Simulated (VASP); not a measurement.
A run of VASP 6.6.1 is set up as follows.

The input POSCAR:

```
Au
1.0
   -1.5646771748      1.5646771748      1.5646771748
    1.5646771748     -1.5646771748      1.5646771748
    1.5646771748      1.5646771748     -1.5646771748
Au
1
Direct
    0.0000000000      0.0000000000      0.0000000000
```

The input INCAR.step1:

```
SYSTEM = Au
ALGO     = Normal         ! electronic algorithm
EDIFF    = 1E-5           ! SCF threshold, eV
ENCUT    = 550            ! plane-wave cutoff, eV
GGA      = PE             ! functional
GGA_COMPAT= .False.      
ISMEAR   = 0              ! smearing method
LASPH    = .True.         ! aspherical terms in the spheres
LCHARG   = .False.        ! write CHGCAR
LREAL    = .False.        ! projectors in reciprocal space
LWAVE    = .True.         ! write WAVECAR
NBANDS   = 12             ! bands
NELM     = 120            ! most SCF steps
PREC     = Accurate       ! precision mode
SIGMA    = 0.1            ! smearing width, eV
```

The input INCAR.step2:

```
SYSTEM = Au
ALGO     = Normal         ! electronic algorithm
EDIFF    = 1E-6           ! SCF threshold, eV
ENCUT    = 550            ! plane-wave cutoff, eV
GGA_COMPAT= .False.      
ISIF     = 2              ! what is computed and relaxed
ISMEAR   = 0              ! smearing method
ISTART   = 1            
LASPH    = .True.         ! aspherical terms in the spheres
LCHARG   = .False.        ! write CHGCAR
LMIXTAU  = .True.       
LREAL    = .False.        ! projectors in reciprocal space
LWAVE    = .False.        ! write WAVECAR
METAGGA  = R2SCAN         ! meta-GGA
NBANDS   = 12             ! bands
NELM     = 120            ! most SCF steps
PREC     = Accurate       ! precision mode
SIGMA    = 0.1            ! smearing width, eV
```

Contents of KPOINTS:

```
k-points
0
Gamma
  8 8 8
  0 0 0
```

Potentials or basis: VASP PAW PBE potentials, release 64 (Au).

The run is started by

```sh
$ cat potpaw_PBE.64/Au/POTCAR > POTCAR
$ cp INCAR.step1 INCAR
$ mpirun -np 1 vasp_std > vasp.out
$ cp INCAR.step2 INCAR
$ mpirun -np 1 vasp_std > vasp.out
```

Predict the pressure.

31.7 GPa.

Predict the band gap on the k mesh.

zero (an odd number of electrons rules out a gap without spin polarisation).

Caveat: the cell stands under pressure; the PAW data sets were made with another functional, which shifts forces and pressure a little; spin-orbit coupling is left out, which moves the levels of the heavy elements.
